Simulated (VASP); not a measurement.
Runs of VASP 6.6.1 on PtSe2. The structure is that of space group P-3m1 (No. 164), or close to it. The cells are those of the table. 

| task | level | cell | cutoff (eV) | gap on the mesh (eV) | pressure (GPa) | relaxed volume (Å³/atom) | largest force (eV/Å) |
| --- | --- | --- | --- | --- | --- | --- | --- |
| relaxation of shape and atoms at fixed volume | PBE | relaxed from a = 3.712, b = 3.712, c = 6.254 Å, angles 90.0, 90.0, 120.0°, 3 atoms | 600 | 0.62 | 0.2 | 24.88 | - |
| single point | r2SCAN | a = 3.752, b = 3.752, c = 6.514 Å, angles 90.0, 90.0, 120.0°, 3 atoms | 520 | 1.06 | -2.1 | - | (b) |
| relaxation of shape and atoms at fixed volume | PBE | relaxed from a = 3.714, b = 3.714, c = 6.448 Å, angles 90.0, 90.0, 120.0°, 3 atoms | 600 | 0.76 | 0.1 | 25.67 | - |
| relaxation of shape and atoms at fixed volume | PBE | relaxed from a = 3.712, b = 3.712, c = 5.854 Å, angles 90.0, 90.0, 120.0°, 3 atoms | 600 | (a) | 0.5 | - | - |
| single point | PBE | a = 3.754, b = 3.754, c = 6.897 Å, angles 90.0, 90.0, 120.0°, 3 atoms | 520 | 1.04 | -0.2 | - | 0.01 |

Alike in all rows: potentials or basis VASP PAW PBE potentials, release 64 (Pt, Se); no spin polarisation; k mesh 12 × 12 × 4; smearing gaussian 0.02 eV.

Fill in the values left out.

(a) 0.29; (b) 0.12.

Caveats: spin-orbit coupling is left out, which moves the levels of the heavy elements; this functional lacks dispersion, which binds the layers, so the pressure and a relaxed spacing across them are unreliable (some runs); the PAW data sets were made with another functional, which shifts forces and pressure a little (some runs).

A k mesh can miss the band edges, and the runs leave out spin-orbit coupling on Pt, Se.
